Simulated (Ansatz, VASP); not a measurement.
Given: the input of a run of VASP 6.6.1 on NbCu.

Contents of POSCAR:

```
NbCu
1.0
    0.0000000000      2.5622100000      2.5622100000
    2.5622100000      0.0000000000      2.5622100000
    2.5622100000      2.5622100000      0.0000000000
Nb Cu
1 1
Direct
    0.0000000000      0.0000000000      0.0000000000
    0.5000000000      0.5000000000      0.5000000000
```

INCAR.step1

```
SYSTEM = NbCu
ALGO = Normal
EDIFF = 1E-5
ENCUT = 520
GGA = PE
ISIF = 2
ISMEAR = -1
LASPH = .TRUE.
LCHARG = .FALSE.
LREAL = .FALSE.
LWAVE = .TRUE.
NBANDS = 19
NELM = 80
PREC = Accurate
SIGMA = 0.05
```

The input INCAR.step2:

```
SYSTEM = NbCu
AEXX = 1.0
AGGAC = 0.0
ALDAC = 0.0
ALGO = Normal
EDIFF = 1E-6
ENCUT = 520
GGA = PE
ISIF = 2
ISMEAR = -1
ISTART = 1
LASPH = .TRUE.
LCHARG = .FALSE.
LHFCALC = .TRUE.
LREAL = .FALSE.
LWAVE = .FALSE.
NBANDS = 19
NELM = 80
PREC = Accurate
PRECFOCK = Normal
SIGMA = 0.05
```

Contents of KPOINTS:

```
k-points
0
G
  5 5 5
  0 0 0
```

Potentials or basis: VASP PAW PBE potentials, release 64 (Nb_sv, Cu).

The run is started by

```console
$ cat potpaw_PBE.64/Nb_sv/POTCAR potpaw_PBE.64/Cu/POTCAR > POTCAR
$ cp INCAR.step1 INCAR
$ mpirun -np 1 vasp_std > vasp.out
$ cp INCAR.step2 INCAR
$ mpirun -np 1 vasp_std > vasp.out
```

Set up the same calculation for Ansatz 0.2.0. Potentials there: Ansatz PAW.

As run (the cutoff follows the program's own potentials):

input.yaml

```yaml
crystal:
  lattice:
    - [0.0, 2.56221, 2.56221]
    - [2.56221, 0.0, 2.56221]
    - [2.56221, 2.56221, 0.0]
  atoms:
    - { symbol: Nb, position: [0.0, 0.0, 0.0] }
    - { symbol: Cu, position: [0.5, 0.5, 0.5] }
hamiltonian:
  xc: hf
  pseudopotentials: { kind: paw }
kpoints:
  mp_grid: { grid: [5, 5, 5] }
scf:
  occupations: { method: fermi_dirac, width: 0.05 }
output:
  forces: true
  stress: true
  eigenvalues: true
```

Potentials or basis: Ansatz PAW.

Command:

```bash
$ ansatz run input.yaml --threads 2 --pin off --max-ram 5632MiB --backend cpu --events-out ev --progress --plain --runs-dir out
```

Both were run:

|  | VASP | Ansatz | Ansatz less VASP |
| --- | --- | --- | --- |
| gap on the k mesh at the Fermi level (eV) | none | none | - |
| pressure (GPa) | 4.4 | 5.4 | +0.99 |

VASP's potentials were made for PBE, not for HF. A gap of «none» marks a metal or a gap that the smearing closes. The functional is the same, so the differences come from potentials, cutoffs and numerics. VASP's potentials hold 24 valence electrons a cell and Ansatz's 32, so a difference there can come from the potentials and not from the codes.

The k mesh is coarse, so the values compare programs but aren't converged.
